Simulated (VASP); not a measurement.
Runs of VASP 6.6.1 on Al3GaN4. The structure is that of space group P-43m (No. 215), or close to it. The cells are those of the table. 

```tsv
task	cell	cutoff (eV)	gap on the mesh (eV)	pressure (GPa)	largest force (eV/Å)
single point	a = 4.283 Å, 8 atoms	520	3.37	20.1	0.02
single point	a = 4.423 Å, 8 atoms	520	(b)	(a)	-
single point	a = 4.340 Å, 8 atoms	520	3.35	10.0	0.01
relaxation of cell and atoms	relaxed to 10 GPa from a = 4.339 Å, 8 atoms	600	3.35	9.9	0.01
single point	a = 4.392 Å, 8 atoms	520	3.32	2.0	0.01
```

Alike in all rows: level PBEsol; potentials or basis VASP PAW PBE potentials, release 64 (Al, Ga_d, N); no spin polarisation; k mesh 6 × 6 × 6; smearing gaussian 0.02 eV.

Estimate the missing entries.

(a) -2.1; (b) 3.31.

Caveats: the PAW data sets were made with another functional, which shifts forces and pressure a little; the cell stands under pressure (at least some runs); the relaxation stopped at its first step, so nothing moved (at least some runs); the cell is relaxed towards a set pressure, so the run minimises the enthalpy, not the energy (at least some runs).

A k mesh can miss the band edges, and the runs leave out spin-orbit coupling on Ga.
